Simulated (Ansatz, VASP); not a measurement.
**O: VASP beside Ansatz**

```
O
1.0
     9.00000    0.00000    0.00000
     0.00000    9.20000    0.00000
     0.00000    0.00000   10.20000
O
2
Direct
  0.50000 0.50000 0.44090
  0.50000 0.50000 0.55910
```

Alike in both runs: functional r2SCAN; k mesh 1 × 1 × 1; occupations fermi-dirac, width 0.01 eV; collinear spin.

Ansatz relaxed the structure, and its values are those at the end. VASP's run is a single point on that final structure, the one shown.

|  | VASP | Ansatz |
| --- | --- | --- |
| version | VASP 6.6.1 | Ansatz 0.2.0 |
| potentials or method | VASP PAW PBE potentials, release 64 (O) | PAW with Ansatz's default frozen-core files, scalar-relativistic |
| plane-wave cutoff (eV) | 520 | 500 |
| valence electrons in the cell | 12 | 12 |

Ansatz gave:

```
gap on the k mesh at the Fermi level (eV)                     : 3.41
rms of the force components (eV/Å)                            : 0.001
net moment per atom (μB)                                      : 1.00
size of the moment on the site where the two differ most (μB) : 0.57
```

Q: What did VASP give for the same quantities?

A: gap on the k mesh at the Fermi level (eV): 3.45; rms of the force components (eV/Å): 0.824; net moment per atom (μB): 1.00; size of the moment on the site where the two differ most (μB): 0.83.

VASP's potentials were made for PBE, not for r2SCAN. Site moments also hang on the region over which each program counts them. One of these differences is far larger than is usual between the two programs; its cause wasn't traced. Ansatz's warnings: end state compared, stress scf threshold loose, xc potential rough in thin density.

Noted on VASP's run: the standard files for N, O and F lose accuracy on very short bonds.
